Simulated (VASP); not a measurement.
Write the native input for VASP 6.6.1 that does the following.

| Quantity | Value |
| --- | --- |
| Task | single point |
| Functional | PBEsol |
| Potentials or basis | VASP PAW PBE potentials, release 64 (W_sv, Se) |
| Cutoff | 520 eV |
| k mesh | 12 × 12 × 1 |
| Occupations | gaussian, width 0.05 eV |
| Spin | no spin polarisation |
| Dipole correction | no |
| Further INCAR settings | ALGO = Normal; EDIFF = 1e-07; NBANDS = 49 |

The structure of WSe2 lies in POSCAR:

```
WSe2
1.0
    3.2709028599      0.0000000000      0.0000000000
   -1.6354514299      2.8326849700      0.0000000000
    0.0000000000      0.0000000000     29.1847504091
W Se
3 6
Direct
    0.6798742849      0.3597485699     -0.0022731224
    0.3465409516      0.6930819032      0.7711910352
    0.3465409516      0.6930819032      0.2242627200
    0.3333333333      0.6666666667      0.0573689705
    0.6666666667      0.3333333333      0.8308403050
    0.6666666667      0.3333333333      0.2838341585
    0.3333333333      0.6666666667      0.9426310295
    0.6666666667      0.3333333333      0.7161658415
    0.6666666667      0.3333333333      0.1691596950
```

This cell differs from its parent crystal: all W atoms moved -0.100 Å, as atom 1 towards its neighbour atom 4 (Se) at 2.524 Å.

The input as run:

INCAR

```
ALGO = Normal
EDIFF = 1E-7
ENCUT = 520
GGA = PS
ISIF = 2
ISMEAR = 0
LASPH = T
LCHARG = F
LREAL = F
LWAVE = F
NBANDS = 49
NELM = 60
PREC = Accurate
SIGMA = 0.05
```

KPOINTS

```
k-points
0
Gamma
  12 12 1
```

Potentials or basis: VASP PAW PBE potentials, release 64 (W_sv, Se).

The run is started by

```sh
$ cat potpaw_PBE.64/W_sv/POTCAR potpaw_PBE.64/Se/POTCAR > POTCAR
$ mpirun -np 1 vasp_std > vasp.out
```

It gave:

- Largest force: 2.467 eV/Å
- Band gap on the k mesh: 1.13 eV (least direct gap 1.46 eV)

Caveat: the cell differs from its parent crystal (all W atoms moved -0.100 Å, as atom 1 towards its neighbour atom 4 (Se) at 2.524 Å); the PAW data sets were made with another functional, which shifts forces and pressure a little; spin-orbit coupling is left out, which moves the levels of the heavy elements.

It took 16 min on 1 thread of Intel(R) Xeon(R) Platinum 8259CL CPU @ 2.50GHz (Skylake/Cascade Lake), on a shared host, peak memory 0.63 GiB.
